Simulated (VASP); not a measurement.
Runs of VASP 6.6.1 on PbSe. Symmetry: Fm-3m, No. 225, cubic system. The conventional cell has a = 6.139 Å, b = 6.139 Å, c = 6.139 Å, α = 90.00°, β = 90.00°, γ = 90.00°. Within 4.0 Å of Pb (site symmetry m-3m) lie 6 Se at 3.07 Å. Within 4.0 Å of Se (site symmetry m-3m) lie 6 Pb at 3.07 Å. 

```csv
level,k mesh,smearing,grid for exact exchange (PRECFOCK),share of exact exchange,screening parameter,gap on the mesh (eV),pressure (GPa)
HF,4 × 4 × 4,gaussian 0.01 eV,Normal,1,-,5.38,6.4
PBE-based screened hybrid with 20 % exact exchange,4 × 4 × 4,gaussian 0.01 eV,Normal,0.2,0.2078 1/Å,(a),1.0
PBEsol,6 × 6 × 6,gaussian 0.01 eV,-,-,-,0.23,-1.0
HSE06,4 × 4 × 4,methfessel-paxton 0.05 eV,Normal,0.25,0.2079 1/Å,0.74,(c)
PBE-based screened hybrid with 15 % exact exchange,4 × 4 × 4,gaussian 0.01 eV,Normal,0.15,0.5 1/Å,0.41,(b)
```

Alike in all rows: task single point; potentials or basis VASP PAW PBE potentials, release 64 (Pb_d, Se); no spin polarisation; cell as given; cutoff (eV) 520.

**Question.** Fill in the values left out.

**Answer.** (a) 0.65; (b) 1.4; (c) 0.8.

Caveats: some runs use coarse meshes; the PAW data sets were made with another functional, which shifts forces and pressure a little; spin-orbit coupling is left out, which moves the levels of the heavy elements.

A k mesh can miss the band edges, and the runs leave out spin-orbit coupling on Pb, Se.
